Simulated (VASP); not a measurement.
A run of VASP 6.6.1:

INCAR

```
PREC = Accurate
ENCUT = 520
EDIFF = 1E-6
ISMEAR = 0
SIGMA = 0.1
LREAL = F
LASPH = T
NELM = 100
ALGO = Fast
ISIF = 2
LWAVE = F
LCHARG = F
GGA = PS
NBANDS = 39
```

KPOINTS

```
Automatic mesh
0
Gamma
  10 10 10
```

File POSCAR:

```
TiCo2
1.0
    0.0000000000      3.2860700117      3.2860700117
    3.2860700117      0.0000000000      3.2860700117
    3.2860700117      3.2860700117      0.0000000000
Ti Co
2 4
Direct
    0.5000000000      0.5000000000      0.5000000000
    0.7500000000      0.7500000000      0.7500000000
    0.1250000000      0.1250000000      0.1250000000
    0.6250000000      0.1250000000      0.1250000000
    0.1250000000      0.1250000000      0.6250000000
    0.1250000000      0.6250000000      0.1250000000
```

Potentials or basis: VASP PAW PBE potentials, release 64 (Ti_sv, Co).

Launch:

```sh
$ cat potpaw_PBE.64/Ti_sv/POTCAR potpaw_PBE.64/Co/POTCAR > POTCAR
$ mpirun -np 1 vasp_std > vasp.out
```

Hardware: 1 thread of Intel(R) Xeon(R) 6975P-C (Granite Rapids), with other jobs on the host.

**Question.** Estimate the wall time of this run.

**Answer.** Wall time 3.2 min on 1 thread of Intel(R) Xeon(R) 6975P-C (Granite Rapids) (shared host), peak memory 0.26 GiB. Counts: scf iterations 39, k points 47.
